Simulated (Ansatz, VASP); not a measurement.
# MgO: VASP beside Ansatz

```xyz
4
Lattice="3.4463 0.0000 0.0000 -1.7231 2.9846 0.0000 0.0000 0.0000 4.2844" Properties=species:S:1:pos:R:3 pbc="T T T"
Mg    1.7231    0.9949    3.2133
Mg    0.0000    1.9897    1.0711
O     1.7231    0.9949    1.0711
O     0.0000    1.9897    3.2133
```

Alike in both runs: task single point; functional PBE; k mesh 9 × 9 × 6; occupations gaussian, width 0.05 eV; no spin polarisation.

```csv
,VASP,Ansatz
version,VASP 6.6.1,Ansatz 0.2.0
potentials or method,"VASP PAW PBE potentials, release 64 (Mg, O), cutoff 520 eV","scalar-relativistic, plane waves, PAW"
valence electrons in the cell,16,32
```

|  | VASP | Ansatz | Ansatz less VASP |
| --- | --- | --- | --- |
| gap on the k mesh at the Fermi level (eV) | 3.39 | 3.41 | +0.021 |
| least direct gap on the mesh (eV) | 3.39 | 3.41 | +0.021 |
| pressure (GPa) | 3.9 | 4.4 | +0.55 |
| traceless stress, the component that is largest in VASP (GPa) | -3.72 | -3.57 | +0.150 |

VASP's potentials hold 16 valence electrons a cell and Ansatz's 32, so a difference there can come from the potentials and not from the codes.
